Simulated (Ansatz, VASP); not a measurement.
# Fe in VASP and in Ansatz

```
CELL_PARAMETERS angstrom
-1.24999 1.24999 1.81623
1.24999 -1.24999 1.81623
1.24999 1.24999 -1.81623
ATOMIC_POSITIONS crystal
Fe 0.00000 0.00000 0.00000
```

Alike in both runs: task single point; functional PBE; k mesh 12 × 12 × 12; occupations gaussian, width 0.15 eV; collinear spin.

|  | VASP | Ansatz |
| --- | --- | --- |
| version | VASP 6.6.1 | Ansatz 0.2.0 |
| potentials or method | VASP PAW PBE potentials, release 64 (Fe), cutoff 520 eV | scalar-relativistic, plane waves, PAW |
| valence electrons in the cell | 8 | 16 |

VASP gave:

- gap on the k mesh at the Fermi level (eV): none
- pressure (GPa): -9.4
- traceless stress, the component that is largest in VASP (GPa): -1.06
- net moment per atom (μB): 1.55
- size of the moment on the site where the two differ most (μB): 1.54

**Question.** Estimate Ansatz's values.

**Answer.** gap on the k mesh at the Fermi level (eV): none; pressure (GPa): -10.9; traceless stress, the component that is largest in VASP (GPa): -1.89; net moment per atom (μB): 1.43; size of the moment on the site where the two differ most (μB): 1.45.

The net moments are unlike, so the other rows may belong to different states. Site moments also hang on the region over which each program counts them. A gap of «none» marks a metal or a gap that the smearing closes. VASP's potentials hold 8 valence electrons a cell and Ansatz's 16, so a difference there can come from the potentials and not from the codes.
